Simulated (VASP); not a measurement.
Here is a VASP 6.6.1 calculation.

INCAR

```
  PREC = Accurate
  ENCUT = 520
  EDIFF = 1E-7
  ISMEAR = 0
  SIGMA = 0.1
  LREAL = False
  LASPH = True
  NELM = 80
  ALGO = Fast
  ISIF = 2
  LWAVE = False
  LCHARG = True
  GGA = PE
  LELF = True
  LVHAR = True
  NBANDS = 10
```

KPOINTS

```
regular mesh
0
Gamma
  14 14 8
```

The input POSCAR:

```
Li
1.0
    2.9976683432      0.0000000000      0.0000000000
   -1.4988341716      2.5943865291      0.0538841379
    0.0000000000      0.1018600000      4.9413304600
Li
2
Direct
    0.3432269894      0.6864539790      0.2333880773
    0.6567730106      0.3135460210      0.7666119227
```

Potentials or basis: VASP PAW PBE potentials, release 64 (Li_sv).

The run is started by

```sh
$ cat potpaw_PBE.64/Li_sv/POTCAR > POTCAR
$ mpirun -np 1 vasp_std > vasp.out
```

Question: Predict the band gap on the k mesh.

Answer: Zero (band 3 reaches 2.61 eV, above the bottom of band 4 at -1.65 eV).

Question: What does it give for the largest force?

Answer: 0.247 eV/Å.

Forces on the atoms (eV/Å):
```
Li   0.000 -0.037  0.244
Li   0.000  0.037 -0.244
```

Caveat: the cell differs from its parent crystal (strained and its atoms moved).
